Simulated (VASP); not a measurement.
# TiN (Fm-3m) in VASP: notebook

Runs on TiN. Level: PBE. Tasks: single point.

All numbers are computed with VASP 6.6.1; they aren't measurements. Logs are shortened: lines on timing, memory, paths and dates and some standing lists are left out, and cuts for length are marked.

## 1. The cell of the first run

Symmetry: Fm-3m, No. 225, cubic system. The conventional cell has a = 4.247 Å, b = 4.247 Å, c = 4.247 Å, α = 90.00°, β = 90.00°, γ = 90.00°. Ti (site symmetry m-3m) has 6 N at 2.12 Å within 2.8 Å. Within 2.8 Å of N (site symmetry m-3m) lie 6 Ti at 2.12 Å.

## 2. Single point, PBE

The input, INCAR:

```
PREC     = Accurate       # precision mode
ENCUT    = 520            # plane-wave cutoff, eV
EDIFF    = 1E-6           # SCF threshold, eV
ISMEAR   = 0              # smearing method
SIGMA    = 0.1            # smearing width, eV
LREAL    = False          # projectors in reciprocal space
LASPH    = True           # aspherical terms in the spheres
NELM     = 80             # most SCF steps
ALGO     = Normal         # electronic algorithm
ISIF     = 2              # what is computed and relaxed
LWAVE    = False          # write WAVECAR
LCHARG   = False          # write CHGCAR
GGA      = PE             # functional
NBANDS   = 16             # bands
```

The input, KPOINTS:

```
regular mesh
0
Gamma
  14 14 14
```

The input, POSCAR:

```
TiN
1.0
    0.0000000000      2.1233913081      2.1233913081
    2.1233913081      0.0000000000      2.1233913081
    2.1233913081      2.1233913081      0.0000000000
Ti N
1 1
Direct
    0.0000000000      0.0000000000      0.0000000000
    0.5000000000      0.5000000000      0.5000000000
```

Potentials or basis: VASP PAW PBE potentials, release 64 (Ti_sv, N).

On the command line:

```sh
$ cat potpaw_PBE.64/Ti_sv/POTCAR potpaw_PBE.64/N/POTCAR > POTCAR
$ mpirun -np 1 vasp_std > vasp.out
```

OUTCAR:

```text
PREC = Accurate
   ENCUT = 520
   EDIFF = 1E-6
   ISMEAR = 0
   LREAL = False
   LASPH = True
   NELM = 80
   ISIF = 2
   GGA = PE

 ion  position               nearest neighbor table
   1  0.000  0.000  0.000-   2 2.12   2 2.12   2 2.12   2 2.12   2 2.12   2 2.12
   2  0.500  0.500  0.500-   1 2.12   1 2.12   1 2.12   1 2.12   1 2.12   1 2.12

  LATTYP: Found a face centered cubic cell.
 ALAT       =     4.2467826162

  Lattice vectors:

 A1 = (   0.0000000000,   2.1233913081,   2.1233913081)
 A2 = (   2.1233913081,   0.0000000000,   2.1233913081)
 A3 = (   2.1233913081,   2.1233913081,   0.0000000000)

Analysis of symmetry for initial positions (statically):
=====================================================================
 Subroutine PRICEL returns:
 Original cell was already a primitive cell.

 Routine SETGRP: Setting up the symmetry group for a
 face centered cubic supercell.

 Subroutine GETGRP returns: Found 48 space group operations
 (whereof 48 operations were pure point group operations)
 out of a pool of 48 trial point group operations.

The static configuration has the point symmetry O_h .

Analysis of symmetry for dynamics (positions and initial velocities):
=====================================================================
 Subroutine PRICEL returns:
 Original cell was already a primitive cell.

 Routine SETGRP: Setting up the symmetry group for a
 face centered cubic supercell.

 Subroutine GETGRP returns: Found 48 space group operations
 (whereof 48 operations were pure point group operations)
 out of a pool of 48 trial point group operations.

The dynamic configuration has the point symmetry O_h .

 Subroutine INISYM returns: Found 48 space group operations
 (whereof 48 operations are pure point group operations),
 and found     1 'primitive' translations

----------------------------------------------------------------------------------------

                                     Primitive cell

  volume of cell :      19.1479

  direct lattice vectors                    reciprocal lattice vectors
     0.000000000  2.123391308  2.123391308    -0.235472378  0.235472378  0.235472378
     2.123391308  0.000000000  2.123391308     0.235472378 -0.235472378  0.235472378
     2.123391308  2.123391308  0.000000000     0.235472378  0.235472378 -0.235472378

  length of vectors
[... 75 lines left out ...]
   ICHARG =      2    charge: 1-file 2-atom 10-const
   ISPIN  =      1    spin polarized calculation?
   LNONCOLLINEAR =      F non collinear calculations
   LSORBIT =      F    spin-orbit coupling
   LASPH  =      T    aspherical Exc in radial PAW
   ENCUT  =  520.0 eV  38.22 Ry    6.18 a.u.   5.58  5.58  5.58*2*pi/ulx,y,z
   NELM   =     80;   NELMIN=  2; NELMDL= -5     # of ELM steps
   EDIFF  = 0.1E-05   stopping-criterion for ELM
   LREAL  =      F    real-space projection
   EDIFFG = 0.1E-04   stopping-criterion for IOM
   NSW    =      0    number of steps for IOM
   IBRION =     -1    ionic relax: 0-MD 1-quasi-New 2-CG
   NFREE  =      0    steps in history (QN), initial steepest desc. (CG)
   ISIF   =      2    stress and relaxation
   ISYM   =      2    0-nonsym 1-usesym 2-fastsym
   POTIM  = 0.5000    time-step for ionic-motion
   TEBEG  =    0.0;   TEEND  =   0.0 temperature during run
   PSTRESS=    0.0 pullay stress
   NELECT =      17.0000    total number of electrons
   NUPDOWN=      -1.0000    fix difference up-down
   EMIN   =  10.00;   EMAX   =-10.00  energy-range for DOS
   EFERMI =   0.00;   METHOD = LEGACY
   ISMEAR =     0;   SIGMA  =   0.10  broadening in eV -4-tet -1-fermi 0-gaus
   EFERMI_NEDOS =   21; number of points for ismear=-14 and -15
   IALGO  =     38    algorithm
   IMIX   =      4    mixing-type and parameters
     AMIX     =   0.40;   BMIX     =  1.00
     AMIX_MAG =   1.60;   BMIX_MAG =  1.00
  volume/ion in A,a.u.               =       9.57        64.61
  Fermi-wavevector in a.u.,A,eV,Ry     =   1.573443  2.973377 33.684269  2.475724
  Thomas-Fermi vector in A             =   2.674727
   LORBIT       =      0    0 simple, 1 ext, 2 COOP (PROOUT), +10 PAW based schemes
   GGA     = PE    functional components
   LHFCALC =     F    Hartree Fock is set to
   AEXX    =    0.0000 exact exchange contribution
   IVDW    =     0    specifies the selected vdW correction
   LEPSILON=     F    determine dielectric tensor
   LRPA    =     F    only Hartree local field effects (RPA)
 non-spin polarized calculation
 Gauss-broadening in eV      SIGMA  =   0.10
  energy-cutoff  :      520.00
  volume of cell :       19.15
 maximum number of plane-waves:       533
   NGX = 11   NGY = 11   NGZ = 11

 number of electron      17.0000002 magnetization

 Free energy of the ion-electron system (eV)
  ---------------------------------------------------
  ext. energy  EPLUGINS =         0.00000000
  ---------------------------------------------------
  free energy    TOTEN  =       -19.63668719 eV

  energy without entropy =      -19.63154274  energy(sigma->0) =      -19.63411497

 E-fermi :  11.4071     XC(G=0): -13.0001

 val. band max:       11.4037809505   @ k =  -0.0714   0.0714   0.0000
 cond. band min:      11.4276940369   @ k =   0.5000   0.2857   0.1429
 fundamental gap:      0.0239130864
 Fermi energy:        11.4071005786

 k-point     1 :       0.0000    0.0000    0.0000
  band No.  band energies     occupation
      1     -46.4771      2.00000
      2     -22.4591      2.00000
      3     -22.4591      2.00000
      4     -22.4591      2.00000
      5      -5.6785      2.00000
      6       9.3628      2.00000
[... 433 lines left out ...]
      3     -22.5313      2.00000
      4     -22.5209      2.00000
      5      -4.5478      2.00000
      6       5.4986      2.00000
[... 8 lines left out ...]
     15      24.5882      0.00000
     16      28.1251      0.00000

 [... further k-points ...]
[... 5 lines left out ...]
  --------------------------------------------------------------------------------------
  -------------------------------------------------------------------------------------
  Total        0.0580452      0.0580452      0.0580452     -0.0000000      0.0000000      0.0000000
  in kB        4.8568717      4.8568717      4.8568717     -0.0000000      0.0000000      0.0000000
  external PRESSURE =       4.8568717 kB  Pullay stress =       0.0000000 kB

 VOLUME and BASIS-vectors are now :
 -----------------------------------------------------------------------------
  energy-cutoff  :      520.00
  volume of cell :       19.15
      direct lattice vectors                 reciprocal lattice vectors
     0.000000000  2.123391308  2.123391308    -0.235472378  0.235472378  0.235472378
     2.123391308  0.000000000  2.123391308     0.235472378 -0.235472378  0.235472378
     2.123391308  2.123391308  0.000000000     0.235472378  0.235472378 -0.235472378

 POSITION                                       TOTAL-FORCE (eV/Angst)
 -----------------------------------------------------------------------------------
      0.00000      0.00000      0.00000         0.000000      0.000000      0.000000
      2.12339      2.12339      2.12339        -0.000000     -0.000000     -0.000000
 -----------------------------------------------------------------------------------
    total drift:                                0.000000     -0.000000     -0.000000

  FREE ENERGIE OF THE ION-ELECTRON SYSTEM (eV)
  ---------------------------------------------------
  free  energy   TOTEN  =       -19.6366871937 eV

  energy  without entropy=      -19.6315427369  energy(sigma->0) =      -19.63411497
```

stdout:

```text
POSCAR found type information on POSCAR TiN
 POSCAR found :  2 types and       2 ions
 scaLAPACK will be used
 LDA part: xc-table for (Slater+PW92), standard interpolation
 POSCAR, INCAR and KPOINTS ok, starting setup
 FFT: planning ... GRIDC
 FFT: planning ... GRID_SOFT
 FFT: planning ... GRID
 WAVECAR not read
 entering main loop
```

It took 55 s on 1 thread of Intel Xeon 8259CL, shared host; peak memory 0.16 GiB.

What came out:

| Item | Value |
| --- | --- |
| Free energy | -19.6367 eV |
| Pressure | 0.5 GPa |
| Band gap on the k mesh | zero (an odd number of electrons rules out a gap without spin polarisation) |

## 3. Single point, PBE

The input, INCAR:

```
SYSTEM = TiN
ALGO = Normal
EDIFF = 1E-6
ENCUT = 520
GGA = PE
ISIF = 2
ISMEAR = -1
LASPH = .TRUE.
LCHARG = .TRUE.
LELF = .TRUE.
LREAL = .FALSE.
LVHAR = .TRUE.
LWAVE = .FALSE.
NBANDS = 16
NELM = 60
PREC = Accurate
SIGMA = 0.15
```

The input, KPOINTS:

```
k-points
0
G
  16 16 16
  0 0 0
```

The input, POSCAR:

```
TiN
1.0
    0.0000000000      2.1242449685      2.1242449685
    2.1242449685      0.0000000000      2.1242449685
    2.1242449685      2.1242449685      0.0000000000
Ti N
1 1
Direct
    0.0000000000      0.0000000000      0.0000000000
    0.5000000000      0.5000000000      0.5000000000
```

Potentials or basis: VASP PAW PBE potentials, release 64 (Ti_sv, N).

On the command line:

```sh
$ cat potpaw_PBE.64/Ti_sv/POTCAR potpaw_PBE.64/N/POTCAR > POTCAR
$ mpirun -np 1 vasp_std > vasp.out
```

Run time: 74 s. Hardware: 1 thread of Intel Xeon 8259CL, shared host; peak memory 0.17 GiB.

It converged, with:

```
Free energy            : -19.6687 eV
Pressure               : 0.5 GPa
Band gap on the k mesh : zero (an odd number of electrons rules out a gap without spin polarisation)
```

Levels at points of the mesh, in eV from the Fermi level:
```tsv
k point	band 6	band 7	band 8	band 9	band 10	band 11
(0.00, 0.00, 0.00)	-2.02	-2.02	-2.02	-0.59	-0.59	-0.59
(0.50, 0.00, 0.00)	-8.03	-5.44	-5.44	1.69	1.69	2.35
(0.50, 0.50, 0.00)	-5.81	-3.21	-3.21	-3.03	1.64	2.38
```

The gap in the log of VASP goes by the Fermi energy; the results here count the filled bands.